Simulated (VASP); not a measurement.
# BiRh (P6_3/mmc) in VASP: single point with LDA

Aim: the single point of BiRh with LDA.

Everything below comes from runs of VASP 6.6.1. Logs are shortened: lines on timing, memory, paths and dates and some standing lists are left out, and cuts for length are marked.

### Step 1. The cell of the first run

Symmetry: P6_3/mmc, No. 194, hexagonal system. Conventional cell: a = 4.148 Å, b = 4.148 Å, c = 5.738 Å, α = 90.00°, β = 90.00°, γ = 120.00°. Bi (site symmetry -6m2) has 6 Rh at 2.79 Å within 3.7 Å. Rh (site symmetry -3m) has 6 Bi at 2.79 Å and 2 Rh at 2.87 Å within 3.7 Å.

### Step 2. Single point, LDA (volume scaled by 1.04)

File INCAR:

```
PREC = Accurate ; ENCUT = 520
EDIFF = 1E-7 ; ISMEAR = -1
SIGMA = 0.03 ; LREAL = False
LASPH = True ; NELM = 60
ALGO = Normal ; ISIF = 2
LWAVE = False ; LCHARG = True
GGA = CA ; LELF = True
LVHAR = True ; NBANDS = 38
```

File KPOINTS:

```
Automatic mesh
0
Gamma
  12 12 7
```

File POSCAR:

```
BiRh
1.0
    4.1478754753      0.0000000000      0.0000000000
   -2.0739377376      3.5921655333      0.0000000000
    0.0000000000      0.0000000000      5.7375217038
Bi Rh
2 2
Direct
    0.3333333333      0.6666666667      0.2500000000
    0.6666666667      0.3333333333      0.7500000000
    0.0000000000      0.0000000000      0.0000000000
    0.0000000000      0.0000000000      0.5000000000
```

Potentials or basis: VASP PAW LDA potentials, release 64 (Bi_d, Rh_pv).

Started as:

```
$ cat potpaw_LDA.64/Bi_d/POTCAR potpaw_LDA.64/Rh_pv/POTCAR > POTCAR
$ mpirun -np 1 vasp_std > vasp.out
```

OUTCAR:

```text
PREC = Accurate
   ENCUT = 520
   EDIFF = 1E-7
   ISMEAR = -1
   LREAL = False
   LASPH = True
   NELM = 60
   ISIF = 2
   GGA = CA

 ion  position               nearest neighbor table
   1  0.333  0.667  0.250-   3 2.79   4 2.79   3 2.79   4 2.79   3 2.79   4 2.79   2 3.74   2 3.74
                             2 3.74   2 3.74   2 3.74   2 3.74
   2  0.667  0.333  0.750-   3 2.79   4 2.79   3 2.79   4 2.79   3 2.79   4 2.79   1 3.74   1 3.74
                             1 3.74   1 3.74   1 3.74   1 3.74
   3  0.000  0.000  0.000-   1 2.79   2 2.79   1 2.79   2 2.79   2 2.79   1 2.79   4 2.87   4 2.87

   4  0.000  0.000  0.500-   1 2.79   2 2.79   1 2.79   2 2.79   2 2.79   1 2.79   3 2.87   3 2.87

  LATTYP: Found a hexagonal cell.
 ALAT       =     4.1478754753
 C/A-ratio  =     1.3832434792

  Lattice vectors:

 A1 = (   4.1478754753,   0.0000000000,   0.0000000000)
 A2 = (  -2.0739377376,   3.5921655333,   0.0000000000)
 A3 = (   0.0000000000,   0.0000000000,   5.7375217038)

Analysis of symmetry for initial positions (statically):
=====================================================================
 Subroutine PRICEL returns:
 Original cell was already a primitive cell.

 Routine SETGRP: Setting up the symmetry group for a
 hexagonal supercell.

 Subroutine GETGRP returns: Found 24 space group operations
 (whereof 12 operations were pure point group operations)
 out of a pool of 24 trial point group operations.

The static configuration has the point symmetry D_3d.
 The point group associated with its full space group is D_6h.

Analysis of symmetry for dynamics (positions and initial velocities):
=====================================================================
 Subroutine PRICEL returns:
 Original cell was already a primitive cell.

 Routine SETGRP: Setting up the symmetry group for a
 hexagonal supercell.

 Subroutine GETGRP returns: Found 24 space group operations
 (whereof 12 operations were pure point group operations)
 out of a pool of 24 trial point group operations.

The dynamic configuration has the point symmetry D_3d.
 The point group associated with its full space group is D_6h.

 Subroutine INISYM returns: Found 24 space group operations
 (whereof 12 operations are pure point group operations),
 and found     1 'primitive' translations

----------------------------------------------------------------------------------------

                                     Primitive cell

  volume of cell :      85.4882

  direct lattice vectors                    reciprocal lattice vectors
[... 93 lines left out ...]
   EDIFFG = 0.1E-05   stopping-criterion for IOM
   NSW    =      0    number of steps for IOM
   IBRION =     -1    ionic relax: 0-MD 1-quasi-New 2-CG
   NFREE  =      0    steps in history (QN), initial steepest desc. (CG)
   ISIF   =      2    stress and relaxation
   ISYM   =      2    0-nonsym 1-usesym 2-fastsym
   POTIM  = 0.5000    time-step for ionic-motion
   TEBEG  =    0.0;   TEEND  =   0.0 temperature during run
   PSTRESS=    0.0 pullay stress
   NELECT =      60.0000    total number of electrons
   NUPDOWN=      -1.0000    fix difference up-down
   EMIN   =  10.00;   EMAX   =-10.00  energy-range for DOS
   EFERMI =   0.00;   METHOD = LEGACY
   ISMEAR =    -1;   SIGMA  =   0.03  broadening in eV -4-tet -1-fermi 0-gaus
   EFERMI_NEDOS =   21; number of points for ismear=-14 and -15
   IALGO  =     38    algorithm
   IMIX   =      4    mixing-type and parameters
     AMIX     =   0.40;   BMIX     =  1.00
     AMIX_MAG =   1.60;   BMIX_MAG =  1.00
  volume/ion in A,a.u.               =      21.37       144.23
  Fermi-wavevector in a.u.,A,eV,Ry     =   1.454866  2.749299 28.798585  2.116636
  Thomas-Fermi vector in A             =   2.571967
   LORBIT       =      0    0 simple, 1 ext, 2 COOP (PROOUT), +10 PAW based schemes
   GGA     = CA    functional components
   LHFCALC =     F    Hartree Fock is set to
   AEXX    =    0.0000 exact exchange contribution
   IVDW    =     0    specifies the selected vdW correction
   LEPSILON=     F    determine dielectric tensor
   LRPA    =     F    only Hartree local field effects (RPA)
 non-spin polarized calculation
  energy-cutoff  :      520.00
  volume of cell :       85.49
 maximum number of plane-waves:      2325
 NGX is ok and might be reduce to    32
   NGX = 15   NGY = 15   NGZ = 21

 number of electron      59.9999994 magnetization

 Free energy of the ion-electron system (eV)
  ---------------------------------------------------
  ext. energy  EPLUGINS =         0.00000000
  ---------------------------------------------------
  free energy    TOTEN  =       -27.09676091 eV

  energy without entropy =      -27.08641876  energy(sigma->0) =      -27.09158983

 E-fermi :   9.1593     XC(G=0): -11.9241

 val. band max:        9.1590877221   @ k =   0.2500   0.2500   0.1429
 cond. band min:       9.1729518750   @ k =   0.2500   0.1667   0.2857
 fundamental gap:      0.0138641529
 Fermi energy:         9.1593403549

 k-point     1 :       0.0000    0.0000    0.0000
  band No.  band energies     occupation
      1     -36.6857      2.00000
      2     -36.4897      2.00000
      3     -36.4897      2.00000
      4     -36.4723      2.00000
      5     -36.4681      2.00000
      6     -36.4681      2.00000
[... 973 lines left out ...]
     37      16.8233      0.00000
     38      16.9768      0.00000

 [... further k-points ...]

------------------------ aborting loop because EDIFF is reached ----------------------------------------

  FORCE on cell =-STRESS in cart. coord.  units (eV):
  Direction    XX          YY          ZZ          XY          YZ          ZX
  --------------------------------------------------------------------------------------
  -------------------------------------------------------------------------------------
  Total       -3.4570411     -3.4570411     -4.2306338     -0.0000000      0.0000000      0.0000000
  in kB      -64.7901116    -64.7901116    -79.2883946     -0.0000000      0.0000000      0.0000000
  external PRESSURE =     -69.6228726 kB  Pullay stress =       0.0000000 kB

 VOLUME and BASIS-vectors are now :
 -----------------------------------------------------------------------------
  energy-cutoff  :      520.00
  volume of cell :       85.49
      direct lattice vectors                 reciprocal lattice vectors
     4.147875475  0.000000000  0.000000000     0.241087276  0.139191804  0.000000000
    -2.073937738  3.592165533  0.000000000     0.000000000  0.278383608  0.000000000
     0.000000000  0.000000000  5.737521704     0.000000000  0.000000000  0.174291280

 POSITION                                       TOTAL-FORCE (eV/Angst)
 -----------------------------------------------------------------------------------
     -0.00000      2.39478      1.43438         0.000000     -0.000000      0.000000
      2.07394      1.19739      4.30314        -0.000000      0.000000      0.000000
      0.00000      0.00000      0.00000        -0.000000      0.000000      0.000000
      0.00000      0.00000      2.86876        -0.000000      0.000000      0.000000
 -----------------------------------------------------------------------------------
    total drift:                               -0.000000      0.000000      0.000000

  FREE ENERGIE OF THE ION-ELECTRON SYSTEM (eV)
  ---------------------------------------------------
  free  energy   TOTEN  =       -27.0967609107 eV

  energy  without entropy=      -27.0864187583  energy(sigma->0) =      -27.09158983
```

OSZICAR:

```text
N       E                     dE             d eps       ncg     rms          rms(c)
DAV:   1     0.787643268583E+03    0.78764E+03   -0.33290E+04  5870   0.201E+03
DAV:   2     0.434604275620E+02   -0.74418E+03   -0.72547E+03  5848   0.600E+02
DAV:   3    -0.245628057644E+02   -0.68023E+02   -0.65624E+02  6346   0.186E+02
DAV:   4    -0.273835310054E+02   -0.28207E+01   -0.28035E+01  6604   0.384E+01
DAV:   5    -0.275078909260E+02   -0.12436E+00   -0.12434E+00  8038   0.819E+00    0.796E+00
DAV:   6    -0.271920536171E+02    0.31584E+00   -0.41148E-01  6968   0.552E+00    0.398E+00
DAV:   7    -0.271087027970E+02    0.83351E-01   -0.20407E-01  7046   0.349E+00    0.121E+00
DAV:   8    -0.270984244176E+02    0.10278E-01   -0.51456E-02  6324   0.162E+00    0.324E-01
DAV:   9    -0.270968211611E+02    0.16033E-02   -0.93222E-03  6796   0.931E-01    0.702E-02
DAV:  10    -0.270967617243E+02    0.59437E-04   -0.45613E-04  7154   0.218E-01    0.303E-02
DAV:  11    -0.270967607249E+02    0.99939E-06   -0.35872E-05  7750   0.436E-02    0.552E-03
DAV:  12    -0.270967609248E+02   -0.19987E-06   -0.34604E-06  7468   0.149E-02    0.265E-03
DAV:  13    -0.270967609107E+02    0.14090E-07   -0.24731E-07  5118   0.336E-03
   1 F= -.27096761E+02 E0= -.27091590E+02  d E =-.103422E-01
```

stdout:

```text
POSCAR found type information on POSCAR BiRh
 POSCAR found :  2 types and       4 ions
 scaLAPACK will be used
 LDA part: xc-table for (Slater(with rela. corr.)+CA(PZ))
 , standard interpolation
 POSCAR, INCAR and KPOINTS ok, starting setup
 FFT: planning ... GRIDC
 FFT: planning ... GRID_SOFT
 FFT: planning ... GRID
 WAVECAR not read
 entering main loop
```

It took 4 min on 1 thread of Oxide Virtual Turin-like, shared host; peak memory 0.28 GiB.

Results:

```
Free energy            : -27.0968 eV
Pressure               : -7.0 GPa
Band gap on the k mesh : zero (band 30 reaches 10.74 eV, above the bottom of band 31 at 8.30 eV)
```

Stress tensor (GPa, compression positive):
```
-6.48  0.00  0.00
 0.00 -6.48  0.00
 0.00  0.00 -7.93
```

Caveat: spin-orbit coupling is left out, which moves the levels of the heavy elements.
